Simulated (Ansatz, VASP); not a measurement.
## Al in VASP and in Ansatz

```
Al
1.0
     4.64419    0.00000    0.00000
    -2.32209    4.02199    0.00000
     0.00000    0.00000    2.87347
Al
3
Direct
  0.00000 0.00000 0.00000
  0.33333 0.66667 0.50000
  0.66667 0.33333 0.50000
```

Alike in both runs: task single point; functional PBE; k mesh 9 × 9 × 12; occupations fermi-dirac, width 0.1 eV; no spin polarisation.

```csv
,VASP,Ansatz
version,VASP 6.6.1,Ansatz 0.2.0
potentials or method,"VASP PAW PBE potentials, release 64 (Al), cutoff 500 eV","plane waves (420 eV) with PAW, scalar-relativistic"
valence electrons in the cell,9,9
```

|  | VASP | Ansatz | Ansatz less VASP |
| --- | --- | --- | --- |
| pressure (GPa) | -2.3 | -2.3 | +0.02 |
| traceless stress, the component that is largest in VASP (GPa) | -1.07 | -1.07 | -0.003 |
